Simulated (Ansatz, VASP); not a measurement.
**One calculation of BN, two programs**

```xyz
2
Lattice="0.0000 1.8029 1.8029 1.8029 0.0000 1.8029 1.8029 1.8029 0.0000" Properties=species:S:1:pos:R:3 pbc="T T T"
B     0.0000    0.0000    0.0000
N     0.9015    0.9015    0.9015
```

Alike in both runs: functional PBE; dispersion D3(BJ); k mesh 12 × 12 × 12; occupations gaussian, width 0.02 eV; no spin polarisation.

Ansatz relaxed the structure, and its values are those at the end. VASP's run is a single point on that final structure, the one shown.

```csv
,VASP,Ansatz
version,VASP 6.6.1,Ansatz 0.2.0
potentials or method,"VASP PAW PBE potentials, release 64 (B, N), cutoff 600 eV","scalar-relativistic, plane waves, PAW"
valence electrons in the cell,8,8
```

```tsv
	VASP	Ansatz	Ansatz less VASP
gap on the k mesh at the Fermi level (eV)	4.47	4.47	+0.008
least direct gap on the mesh (eV)	8.86	8.86	+0.006
pressure (GPa)	0.2	0.0	-0.22
```
